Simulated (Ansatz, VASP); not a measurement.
Two plane-wave programs on C

```
C
1.0
     2.50984    0.00000    0.00000
    -1.25492    2.17358    0.00000
     0.00000    0.00000    8.28032
C
8
Direct
  0.96667 0.97560 0.09293
  0.03333 0.02440 0.59293
  0.03333 0.02440 0.40707
  0.96667 0.97560 0.90707
  0.30612 0.64675 0.15550
  0.69388 0.35325 0.65550
  0.36054 0.68659 0.34450
  0.63946 0.31341 0.84450
```

Change from the starting cell: mode 4 (400.3 1/cm) frozen in, largest displacement +0.075 Å.

Alike in both runs: task single point; functional r2SCAN; k mesh 12 × 12 × 4; occupations gaussian, width 0.05 eV; no spin polarisation.

|  | VASP | Ansatz |
| --- | --- | --- |
| version | VASP 6.6.1 | Ansatz 0.2.0 |
| potentials or method | VASP PAW PBE potentials, release 64 (C), cutoff 520 eV | scalar-relativistic, plane waves, PAW |
| valence electrons in the cell | 32 | 32 |

```csv
,VASP,Ansatz,Ansatz less VASP
gap on the k mesh at the Fermi level (eV),4.76,4.79,+0.023
least direct gap on the mesh (eV),5.56,5.61,+0.045
pressure (GPa),1.2,0.1,-1.10
"traceless stress, the component that is largest in VASP (GPa)",-0.39,-0.39,-0.003
rms of the force components (eV/Å),0.280,0.281,+0.0005
```

VASP's potentials were made for PBE, not for r2SCAN. Atom by atom the forces differ by 0.005 eV/Å (rms over components).
